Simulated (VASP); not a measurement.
**CsPbBr3: relaxation of cell and atoms with PBEsol**

CsPbBr3:

```
CELL_PARAMETERS angstrom
5.60500 0.00000 0.00000
0.00000 5.60500 0.00000
0.00000 0.00000 5.60500
ATOMIC_POSITIONS crystal
Cs 0.00000 0.00000 0.00000
Pb 0.50000 0.50000 0.50000
Br 0.00000 0.50000 0.50000
Br 0.50000 0.00000 0.50000
Br 0.50000 0.50000 0.00000
```

- Program: VASP 6.6.1
- Task: relaxation of cell and atoms
- Functional: PBEsol
- Potentials or basis: VASP PAW PBE potentials, release 64 (Cs_sv, Pb_d, Br)
- Cutoff: 600 eV
- k mesh: 4 × 4 × 4
- Occupations: gaussian, width 0.1 eV
- Spin: no spin polarisation
- Target pressure: 1.7 GPa
- Dipole correction: no
- Further INCAR settings: ALGO = Normal; EDIFF = 1e-06; IBRION = 2; EDIFFG = -0.05; NSW = 80; ISIF = 3

```yaml
Relaxed_volume: 38.06 Å³/atom
Relaxed_cell: a = 5.752 Å, b = 5.752 Å, c = 5.752 Å, α = 90.00°, β = 90.00°, γ = 90.00°
Space_group_after_relaxing_to_0.1_Å: Pm-3m (No. 221)
Energy_change_on_relaxing_the_run_minimises_the_enthalpy: -52.8 meV/atom
Ionic_steps: 3
Pressure_after_relaxing: 1.7 GPa
Band_gap_on_the_k_mesh: 1.14 eV
```

The path:
```csv
step,energy change (eV),largest force (eV/Å),pressure (GPa),volume (Å³)
1,0.0000,0.0000,4.43,176.09
2,-0.2794,0.0000,1.47,191.84
3,-0.2642,0.0000,1.71,190.31
```

Final structure:
```cif
data_structure
_symmetry_space_group_name_H-M 'P 1'
_symmetry_Int_Tables_number 1
_cell_length_a 5.7520
_cell_length_b 5.7520
_cell_length_c 5.7520
_cell_angle_alpha 90.000
_cell_angle_beta 90.000
_cell_angle_gamma 90.000
_cell_volume 190.31
loop_
_atom_site_label
_atom_site_type_symbol
_atom_site_fract_x
_atom_site_fract_y
_atom_site_fract_z
_atom_site_occupancy
Cs1 Cs 0.00000 0.00000 0.00000 1
Pb1 Pb 0.50000 0.50000 0.50000 1
Br1 Br 0.00000 0.50000 0.50000 1
Br2 Br 0.50000 0.00000 0.50000 1
Br3 Br 0.50000 0.50000 0.00000 1
```

Levels at points of the mesh, in eV from the valence-band top:
```tsv
k point	band 20	band 21	band 22	band 23	band 24	band 25
(0.00, 0.00, 0.00)	-2.48	-2.48	-2.48	2.54	3.56	3.56
(0.50, 0.00, 0.00)	-2.62	-2.62	-1.67	2.34	4.08	4.65
(0.50, 0.50, 0.00)	-2.67	-2.09	-0.82	1.78	1.78	4.69
(0.50, 0.50, 0.50)	-2.08	-2.08	0.00	1.14	1.14	1.14
```

It took 4.4 min on 1 thread of Oxide Virtual Turin-like Processor (shared host), peak memory 0.33 GiB.

Caveat: the cell is relaxed towards a set pressure, so the run minimises the enthalpy, not the energy; the PAW data sets were made with another functional, which shifts forces and pressure a little; spin-orbit coupling is left out, which moves the levels of the heavy elements. A k mesh can miss the band edges.
